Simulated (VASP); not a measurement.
# CdTe (Cmcm) in VASP: single point with LDA

Aim: the single point of CdTe with LDA.

All numbers are computed with VASP 6.6.1; they aren't measurements. Logs are shortened: lines on timing, memory, paths and dates and some standing lists are left out, and cuts for length are marked.

## Step 1: The cell of the first run

Symmetry: Cmcm, No. 63, orthorhombic system. The conventional cell has a = 6.131 Å, b = 6.189 Å, c = 6.091 Å, α = 90.00°, β = 90.00°, γ = 90.00°. Within 4.4 Å of Cd (site symmetry m2m) lie 6 Te at 3.03 to 3.16 Å and 10 Cd at 4.11 to 4.36 Å. Within 4.0 Å of Te (site symmetry m2m) lie 6 Cd at 3.03 to 3.16 Å.

## Step 2: Single point, LDA

File INCAR:

```
PREC = Accurate
ENCUT = 520
EDIFF = 1E-6
ISMEAR = -1
SIGMA = 0.02
LREAL = False
LASPH = True
NELM = 100
ALGO = Normal
ISIF = 2
LWAVE = False
LCHARG = False
GGA = CA
NBANDS = 26
```

File KPOINTS:

```
Automatic mesh
0
Gamma
  4 4 4
```

File POSCAR:

```
CdTe
1.0
    3.0652910000     -3.0946090000      0.0000000000
    3.0652910000      3.0946090000      0.0000000000
    0.0000000000      0.0000000000      6.0906520000
Cd Te
2 2
Direct
    0.2770300000      0.7229700000      0.7500000000
    0.7229700000      0.2770300000      0.2500000000
    0.7661370000      0.2338630000      0.7500000000
    0.2338630000      0.7661370000      0.2500000000
```

Potentials or basis: VASP PAW LDA potentials, release 64 (Cd, Te).

Launch:

```sh
cat potpaw_LDA.64/Cd/POTCAR potpaw_LDA.64/Te/POTCAR > POTCAR
mpirun -np 1 vasp_std > vasp.out
```

OUTCAR:

```text
PREC = Accurate
   ENCUT = 520
   EDIFF = 1E-6
   ISMEAR = -1
   LREAL = False
   LASPH = True
   NELM = 100
   ISIF = 2
   GGA = CA

 ion  position               nearest neighbor table
   1  0.277  0.723  0.750-   3 3.03   4 3.06   4 3.06   3 3.07   3 3.07   3 3.16
   2  0.723  0.277  0.250-   4 3.03   3 3.06   3 3.06   4 3.07   4 3.07   4 3.16
   3  0.766  0.234  0.750-   1 3.03   2 3.06   2 3.06   1 3.07   1 3.07   1 3.16
   4  0.234  0.766  0.250-   2 3.03   1 3.06   1 3.06   2 3.07   2 3.07   2 3.16

  LATTYP: Found a base centered orthorhombic cell.
 ALAT       =     6.1305820000
 B/A-ratio  =     1.0095645079
 C/A-ratio  =     0.9934867522

  Lattice vectors:

 A1 = (   3.0652910000,  -3.0946090000,   0.0000000000)
 A2 = (   3.0652910000,   3.0946090000,   0.0000000000)
 A3 = (   0.0000000000,   0.0000000000,   6.0906520000)

Analysis of symmetry for initial positions (statically):
=====================================================================
 Subroutine PRICEL returns:
 Original cell was already a primitive cell.

 Routine SETGRP: Setting up the symmetry group for a
 base centered orthorhombic supercell.

 Subroutine GETGRP returns: Found  8 space group operations
 (whereof  4 operations were pure point group operations)
 out of a pool of  8 trial point group operations.

The static configuration has the point symmetry C_2h.
 The point group associated with its full space group is D_2h.

Analysis of symmetry for dynamics (positions and initial velocities):
=====================================================================
 Subroutine PRICEL returns:
 Original cell was already a primitive cell.

 Routine SETGRP: Setting up the symmetry group for a
 base centered orthorhombic supercell.

 Subroutine GETGRP returns: Found  8 space group operations
 (whereof  4 operations were pure point group operations)
 out of a pool of  8 trial point group operations.

The dynamic configuration has the point symmetry C_2h.
 The point group associated with its full space group is D_2h.

 Subroutine INISYM returns: Found  8 space group operations
 (whereof  4 operations are pure point group operations),
 and found     1 'primitive' translations

----------------------------------------------------------------------------------------

                                     Primitive cell

  volume of cell :     115.5504

  direct lattice vectors                    reciprocal lattice vectors
     3.065291000 -3.094609000  0.000000000     0.163116650 -0.161571300  0.000000000
     3.065291000  3.094609000  0.000000000     0.163116650  0.161571300  0.000000000
     0.000000000  0.000000000  6.090652000     0.000000000  0.000000000  0.164186035

  length of vectors
     4.355756396  4.355756396  6.090652000     0.229591652  0.229591652  0.164186035

  position of ions in fractional coordinates (direct lattice)
     0.277030000  0.722970000  0.750000000
     0.722970000  0.277030000  0.250000000
     0.766137000  0.233863000  0.750000000
     0.233863000  0.766137000  0.250000000

  ion indices of the primitive-cell ions
   primitive index   ion index
                 1           1
                 2           2
                 3           3
                 4           4

----------------------------------------------------------------------------------------

 KPOINTS: Automatic mesh

Automatic generation of k-mesh.
 Grid dimensions read from file:
 generate k-points for:    4    4    4

 Generating k-lattice:

  Cartesian coordinates                     Fractional coordinates (reciprocal lattice)
     0.040779163 -0.040392825  0.000000000     0.250000000  0.000000000  0.000000000
     0.040779163  0.040392825  0.000000000     0.000000000  0.250000000  0.000000000
     0.000000000  0.000000000  0.041046509     0.000000000  0.000000000  0.250000000

  Length of vectors
     0.057397913  0.057397913  0.041046509

  Shift w.r.t. Gamma in fractional coordinates (k-lattice)
     0.000000000  0.000000000  0.000000000

 Subroutine IBZKPT returns following result:
 ===========================================

 Found     21 irreducible k-points:

 Following reciprocal coordinates:
            Coordinates               Weight
  0.000000  0.000000  0.000000      1.000000
  0.250000 -0.000000  0.000000      4.000000
  0.500000 -0.000000  0.000000      2.000000
  0.250000  0.250000  0.000000      2.000000
  0.500000  0.250000  0.000000      4.000000
 -0.250000  0.250000  0.000000      2.000000
[... 13 lines left out ...]
 -0.250000  0.250000  0.500000      2.000000
  0.500000  0.500000  0.500000      1.000000
   k-points           NKPTS =     21   k-points in BZ     NKDIM =     21   number of bands    NBANDS=     26
   number of dos      NEDOS =    301   number of ions     NIONS =      4
   total plane-waves  NPLWV =  49152
   dimension x,y,z NGX =    32 NGY =   32 NGZ =   48
   dimension x,y,z NGXF=    64 NGYF=   64 NGZF=   96
   ions per type =               2   2
   NGX,Y,Z   is equivalent  to a cutoff of  12.21, 12.21, 13.10 a.u.
   NGXF,Y,Z  is equivalent  to a cutoff of  24.43, 24.43, 26.20 a.u.
 SYSTEM =  unknown system
   PREC   = accura    normal or accurate (medium, high low for compatibility)
   ISTART =      0    job   : 0-new  1-cont  2-samecut
   ICHARG =      2    charge: 1-file 2-atom 10-const
   ISPIN  =      1    spin polarized calculation?
   LNONCOLLINEAR =      F non collinear calculations
   LSORBIT =      F    spin-orbit coupling
   LASPH  =      T    aspherical Exc in radial PAW
   ENCUT  =  520.0 eV  38.22 Ry    6.18 a.u.   8.10  8.10 11.32*2*pi/ulx,y,z
   NELM   =    100;   NELMIN=  2; NELMDL= -5     # of ELM steps
   EDIFF  = 0.1E-05   stopping-criterion for ELM
   LREAL  =      F    real-space projection
   EDIFFG = 0.1E-04   stopping-criterion for IOM
   NSW    =      0    number of steps for IOM
   IBRION =     -1    ionic relax: 0-MD 1-quasi-New 2-CG
   NFREE  =      0    steps in history (QN), initial steepest desc. (CG)
   ISIF   =      2    stress and relaxation
   ISYM   =      2    0-nonsym 1-usesym 2-fastsym
   POTIM  = 0.5000    time-step for ionic-motion
   TEBEG  =    0.0;   TEEND  =   0.0 temperature during run
   PSTRESS=    0.0 pullay stress
   NELECT =      36.0000    total number of electrons
   NUPDOWN=      -1.0000    fix difference up-down
   EMIN   =  10.00;   EMAX   =-10.00  energy-range for DOS
   EFERMI =   0.00;   METHOD = LEGACY
   ISMEAR =    -1;   SIGMA  =   0.02  broadening in eV -4-tet -1-fermi 0-gaus
   EFERMI_NEDOS =   21; number of points for ismear=-14 and -15
   IALGO  =     38    algorithm
   IMIX   =      4    mixing-type and parameters
     AMIX     =   0.40;   BMIX     =  1.00
     AMIX_MAG =   1.60;   BMIX_MAG =  1.00
  volume/ion in A,a.u.               =      28.89       194.94
  Fermi-wavevector in a.u.,A,eV,Ry     =   1.109818  2.097253 16.758252  1.231697
  Thomas-Fermi vector in A             =   2.246363
   LORBIT       =      0    0 simple, 1 ext, 2 COOP (PROOUT), +10 PAW based schemes
   GGA     = CA    functional components
   LHFCALC =     F    Hartree Fock is set to
   AEXX    =    0.0000 exact exchange contribution
   IVDW    =     0    specifies the selected vdW correction
   LEPSILON=     F    determine dielectric tensor
   LRPA    =     F    only Hartree local field effects (RPA)
 non-spin polarized calculation
  energy-cutoff  :      520.00
  volume of cell :      115.55
 maximum number of plane-waves:      3152
   NGX = 17   NGY = 17   NGZ = 23

 number of electron      36.0000000 magnetization

 Free energy of the ion-electron system (eV)
  ---------------------------------------------------
  ext. energy  EPLUGINS =         0.00000000
  ---------------------------------------------------
  free energy    TOTEN  =       -11.41381308 eV

  energy without entropy =      -11.40998309  energy(sigma->0) =      -11.41189809

 E-fermi :   3.5718     XC(G=0):  -9.9253

 val. band max:        3.5501778938   @ k =   0.5000  -0.0000   0.5000
 cond. band min:       3.6074327045   @ k =   0.5000  -0.0000   0.5000
 fundamental gap:      0.0572548107
 Fermi energy:         3.5717586737

 k-point     1 :       0.0000    0.0000    0.0000
  band No.  band energies     occupation
      1      -7.9156      2.00000
      2      -7.0939      2.00000
      3      -4.6796      2.00000
      4      -4.6687      2.00000
      5      -4.6499      2.00000
      6      -4.6275      2.00000
[... 18 lines left out ...]
     25      11.0397      0.00000
     26      11.1823      0.00000

 k-point     2 :       0.2500   -0.0000    0.0000
  band No.  band energies     occupation
      1      -7.6188      2.00000
      2      -6.9821      2.00000
      3      -4.7193      2.00000
      4      -4.7048      2.00000
      5      -4.6665      2.00000
      6      -4.6513      2.00000
[... 18 lines left out ...]
     25      10.3585      0.00000
     26      10.9376      0.00000

 k-point     3 :       0.5000   -0.0000    0.0000
  band No.  band energies     occupation
      1      -7.1093      2.00000
      2      -7.0066      2.00000
      3      -4.7697      2.00000
      4      -4.7665      2.00000
      5      -4.6789      2.00000
      6      -4.6669      2.00000
[... 18 lines left out ...]
     25       9.6182      0.00000
     26      10.3059      0.00000

 k-point     4 :       0.2500    0.2500    0.0000
  band No.  band energies     occupation
      1      -7.4143      2.00000
      2      -6.9638      2.00000
      3      -4.7240      2.00000
      4      -4.6768      2.00000
      5      -4.6616      2.00000
      6      -4.6332      2.00000
[... 18 lines left out ...]
     25      10.3267      0.00000
     26      10.8163      0.00000
[... 409 lines left out ...]
      1      -6.9264      2.00000
      2      -6.9264      2.00000
      3      -4.7657      2.00000
      4      -4.7657      2.00000
      5      -4.6445      2.00000
      6      -4.6445      2.00000
[... 18 lines left out ...]
     25      10.6564      0.00000
     26      10.6564      0.00000

 k-point    20 :      -0.2500    0.2500    0.5000
  band No.  band energies     occupation
      1      -7.0550      2.00000
      2      -7.0550      2.00000
      3      -4.7703      2.00000
      4      -4.7703      2.00000
      5      -4.6803      2.00000
      6      -4.6803      2.00000
[... 18 lines left out ...]
     25       9.9234      0.00000
     26       9.9234      0.00000

 k-point    21 :       0.5000    0.5000    0.5000
  band No.  band energies     occupation
      1      -6.9716      2.00000
      2      -6.9716      2.00000
      3      -4.7336      2.00000
      4      -4.7336      2.00000
      5      -4.6131      2.00000
      6      -4.6131      2.00000
[... 18 lines left out ...]
     25      10.2770      0.00000
     26      10.2770      0.00000

------------------------ aborting loop because EDIFF is reached ----------------------------------------

  FORCE on cell =-STRESS in cart. coord.  units (eV):
  Direction    XX          YY          ZZ          XY          YZ          ZX
  --------------------------------------------------------------------------------------
  -------------------------------------------------------------------------------------
  Total       -3.1373575     -2.9347196     -3.7841630      0.0000000      0.0000000      0.0000000
  in kB      -43.5014083    -40.6917073    -52.4697675      0.0000000      0.0000000      0.0000000
  external PRESSURE =     -45.5542944 kB  Pullay stress =       0.0000000 kB

 VOLUME and BASIS-vectors are now :
 -----------------------------------------------------------------------------
  energy-cutoff  :      520.00
  volume of cell :      115.55
      direct lattice vectors                 reciprocal lattice vectors
     3.065291000 -3.094609000  0.000000000     0.163116650 -0.161571300  0.000000000
     3.065291000  3.094609000  0.000000000     0.163116650  0.161571300  0.000000000
     0.000000000  0.000000000  6.090652000     0.000000000  0.000000000  0.164186035

 POSITION                                       TOTAL-FORCE (eV/Angst)
 -----------------------------------------------------------------------------------
      3.06529      1.38001      4.56799         0.000000      0.024001      0.000000
      3.06529     -1.38001      1.52266         0.000000     -0.024001      0.000000
      3.06529     -1.64718      4.56799         0.000000      0.090868     -0.000000
      3.06529      1.64718      1.52266         0.000000     -0.090868      0.000000
 -----------------------------------------------------------------------------------
    total drift:                                0.000000     -0.000000      0.000000

  FREE ENERGIE OF THE ION-ELECTRON SYSTEM (eV)
  ---------------------------------------------------
  free  energy   TOTEN  =       -11.4138130789 eV

  energy  without entropy=      -11.4099830932  energy(sigma->0) =      -11.41189809
```

It took 59 s on 1 thread of Intel Xeon 8259CL, shared host; peak memory 0.21 GiB.

What came out:

```
Free energy            : -11.4138 eV
Pressure               : -4.6 GPa
Largest force          : 0.091 eV/Å
Band gap on the k mesh : zero (bands 18 and 19 overlap by 1.40 eV)
```

Forces on the atoms (eV/Å):
```
Cd   0.000  0.024  0.000
Cd   0.000 -0.024  0.000
Te   0.000  0.091  0.000
Te   0.000 -0.091  0.000
```

Levels at points of the mesh, in eV from the Fermi level:
| k point | band 14 | band 15 | band 16 | band 17 | band 18 | band 19 | band 20 | band 21 | band 22 | band 23 |
| --- | --- | --- | --- | --- | --- | --- | --- | --- | --- | --- |
| (0.00, 0.00, 0.00) | -2.01 | -1.97 | -1.41 | -0.42 | -0.39 | -0.31 | 0.11 | 4.28 | 6.94 | 7.10 |
| (0.50, 0.00, 0.00) | -3.94 | -2.29 | -2.27 | -0.20 | -0.13 | 2.50 | 2.56 | 4.43 | 4.51 | 4.72 |
| (0.50, 0.50, 0.00) | -3.97 | -1.98 | -1.96 | -1.92 | -1.91 | -1.37 | -1.31 | 4.16 | 4.35 | 8.85 |
| (0.00, 0.00, 0.50) | -2.89 | -1.27 | -1.27 | -1.21 | -1.21 | 1.54 | 1.54 | 5.09 | 5.09 | 5.51 |
| (0.50, 0.00, 0.50) | -5.08 | -0.02 | -0.02 | 0.04 | 0.04 | 2.67 | 2.67 | 3.93 | 3.93 | 4.03 |
| (0.50, 0.50, 0.50) | -3.40 | -3.09 | -3.09 | -3.07 | -3.07 | 2.33 | 2.33 | 4.70 | 4.70 | 6.70 |

Caveat: the k points lie up to 0.36 Å⁻¹ apart, too coarse for converged energies and pressures of a metal; spin-orbit coupling is left out, which moves the levels of the heavy elements.
